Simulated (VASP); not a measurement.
Input of a VASP 6.6.1 run:

Contents of INCAR:

```
PREC = Accurate ; ENCUT = 520
EDIFF = 1E-7 ; ISMEAR = 0
SIGMA = 0.1 ; LREAL = F
LASPH = T ; NELM = 100
ALGO = Normal ; ISIF = 2
LWAVE = F ; LCHARG = T
GGA = PE ; LELF = T
LVHAR = T ; NBANDS = 38
```

KPOINTS

```
regular mesh
0
Gamma
  4 4 4
```

File POSCAR:

```
Rb4SbP3
1.0
   -3.5827500000      3.5827500000      7.1655000000
    3.5827500000     -3.5827500000      7.1655000000
    3.5827500000      3.5827500000     -7.1655000000
Rb Sb P
4 1 3
Direct
    0.5000000000      0.0000000000      0.5000000000
    0.7500000000      0.7500000000      0.0000000000
    0.0000000000      0.5000000000      0.5000000000
    0.2500000000      0.2500000000      0.0000000000
    0.0000000000      0.0000000000      0.0000000000
    0.2500000000      0.7500000000      0.5000000000
    0.5000000000      0.5000000000      0.0000000000
    0.7500000000      0.2500000000      0.5000000000
```

Potentials or basis: VASP PAW PBE potentials, release 64 (Rb_sv, Sb, P).

The run is started by

```sh
$ cat potpaw_PBE.64/Rb_sv/POTCAR potpaw_PBE.64/Sb/POTCAR potpaw_PBE.64/P/POTCAR > POTCAR
$ mpirun -np 1 vasp_std > vasp.out
```

**Question.** Estimate the pressure.

**Answer.** -0.3 GPa.

**Question.** Estimate the band gap on the k mesh.

**Answer.** Zero (bands 28 and 29 overlap by 0.19 eV).

**Question.** What does it give for the largest force?

**Answer.** 0.308 eV/Å.

Forces on the atoms (eV/Å):
```
Rb   0.000  0.000  0.000
Rb   0.000  0.000 -0.308
Rb   0.000  0.000  0.000
Rb   0.000  0.000  0.308
Sb   0.000  0.000  0.000
P    0.000  0.000  0.000
P    0.000  0.000  0.000
P    0.000  0.000  0.000
```

Caveat: semilocal functionals underestimate gaps, and a narrow one can read as zero; spin-orbit coupling is left out, which moves the levels of the heavy elements.
